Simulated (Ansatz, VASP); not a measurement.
# Two plane-wave programs on Al

```
Al
1.0
    -1.57206    1.57206    1.61751
     1.57206   -1.57206    1.61751
     1.66296    1.66296   -1.61751
Al
1
Direct
  0.00000 0.00000 0.00000
```

Change from the starting cell: strain +0.0562 x Voigt [0, 0, 0, 0, 0, 1], atoms carried along.

Alike in both runs: task single point; functional PBE; k mesh 26 × 26 × 26; occupations gaussian, width 0.15 eV; no spin polarisation.

|  | VASP | Ansatz |
| --- | --- | --- |
| version | VASP 6.6.1 | Ansatz 0.2.0 |
| potentials or method | VASP PAW PBE potentials, release 64 (Al), cutoff 520 eV | scalar-relativistic, plane waves, PAW |
| valence electrons in the cell | 3 | 3 |

```tsv
	VASP	Ansatz	Ansatz less VASP
gap on the k mesh at the Fermi level (eV)	none	none	-
pressure (GPa)	0.3	0.3	+0.02
traceless stress, the component that is largest in VASP (GPa)	-2.28	-2.29	-0.006
```

A gap of «none» marks a metal or a gap that the smearing closes. With one functional, cell and mesh, what is left measures potentials, basis and numerics.
